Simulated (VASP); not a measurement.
Al: relaxation of cell and atoms with PBEsol

The system is Al.

```
Al
1.0
     4.01539    2.00770   -2.00770
     2.00770    4.01539    2.00770
     4.01539   -2.00770    2.00770
Al
6
Direct
  0.50000 0.00000 0.50000
  0.83333 0.33333 0.50000
  0.00000 0.00000 0.00000
  0.33333 0.33333 0.00000
  0.66667 0.66667 0.00000
  0.16667 0.66667 0.50000
```

```json
{"Program": "VASP 6.6.1", "Task": "relaxation of cell and atoms", "Functional": "PBEsol", "Potentials or basis": "VASP PAW PBE potentials, release 64 (Al)", "Cutoff": "500 eV", "k mesh": "8 × 8 × 8", "Occupations": "gaussian, width 0.1 eV", "Spin": "no spin polarisation", "Dipole correction": "no", "Further INCAR settings": "ALGO = Normal; EDIFF = 1e-07; IBRION = 2; EDIFFG = -0.015; NSW = 80; ISIF = 3"}
```

```yaml
Relaxed_volume: 16.17 Å³/atom
Relaxed_cell: a = 4.910 Å, b = 4.905 Å, c = 4.923 Å, α = 80.58°, β = 70.91°, γ = 59.97°
Space_group_after_relaxing_to_0.05_Å: Fm-3m (No. 225)
Energy_gained_by_relaxing: 0.2 meV/atom
Ionic_steps: 4
Pressure_after_relaxing: 0.0 GPa
Band_gap_on_the_k_mesh: zero (band 9 reaches 10.66 eV, above the bottom of band 10 at 6.31 eV)
```

Step by step:
```csv
step,energy change (eV),largest force (eV/Å),pressure (GPa),volume (Å³)
1,0.0000,0.0000,-0.10,97.11
2,-0.0006,0.0000,0.02,96.98
3,-0.0008,0.0000,0.13,96.84
4,-0.0010,0.0000,-0.01,97.01
```

Final structure:
```
CELL_PARAMETERS angstrom
4.00076 2.01262 -2.01262
2.00038 4.00933 1.99671
4.00874 -2.02058 2.02058
ATOMIC_POSITIONS crystal
Al 0.50000 0.00000 0.50000
Al 0.83333 0.33333 0.50000
Al 0.00000 0.00000 0.00000
Al 0.33333 0.33333 0.00000
Al 0.66667 0.66667 0.00000
Al 0.16667 0.66667 0.50000
```

Levels at points of the mesh, in eV from the Fermi level:
| k point | band 7 | band 8 | band 9 | band 10 | band 11 | band 12 |
| --- | --- | --- | --- | --- | --- | --- |
| (0.00, 0.00, 0.00) | -2.83 | -2.52 | -2.52 | -1.10 | -1.10 | 0.45 |
| (0.50, 0.00, 0.00) | -0.78 | -0.78 | -0.51 | -0.51 | 2.81 | 2.81 |
| (0.00, 0.50, 0.00) | -2.85 | -2.57 | -2.57 | -1.60 | 2.99 | 2.99 |
| (0.00, 0.00, 0.50) | -1.80 | -1.80 | -1.80 | -1.80 | 1.35 | 1.35 |
| (0.50, 0.00, 0.50) | -3.02 | -1.67 | 1.66 | 1.66 | 3.06 | 3.06 |
| (0.00, 0.50, 0.50) | -0.88 | -0.88 | 2.46 | 2.46 | 2.46 | 2.46 |

It took 3 min on 1 thread of AMD EPYC 9R45 96-Core Processor (Zen 5), with other jobs on the host, peak memory 0.26 GiB.

Caveat: the PAW data sets were made with another functional, which shifts forces and pressure a little.
